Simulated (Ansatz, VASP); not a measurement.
**Ge in VASP and in Ansatz**

```
Ge
1.0
     0.00000    2.86614    2.86614
     2.86614    0.00000    2.86614
     2.86614    2.86614    0.00000
Ge
2
Direct
  0.75000 0.75000 0.75000
  0.50000 0.50000 0.50000
```

Change from the starting cell: volume scaled by 1.04.

Alike in both runs: task single point; functional pbe exchange, pbesol correlation; k mesh 8 × 8 × 8; occupations gaussian, width 0.15 eV; collinear spin.

|  | VASP | Ansatz |
| --- | --- | --- |
| version | VASP 6.6.1 | Ansatz 0.2.0 |
| potentials or method | VASP PAW PBE potentials, release 64 (Ge_d), cutoff 500 eV | all-electron LAPW, scalar-relativistic |

```tsv
	VASP	Ansatz	Ansatz less VASP
gap on the k mesh at the Fermi level (eV)	none	none	-
pressure (GPa)	1.5	1.6	+0.09
net moment per atom (μB)	0.00	0.00	0.000
```

VASP's potentials were made for PBE, not for pbe exchange, pbesol correlation. A gap of «none» marks a metal or a gap that the smearing closes. Ansatz ran all-electron here, and VASP with PAW potentials.
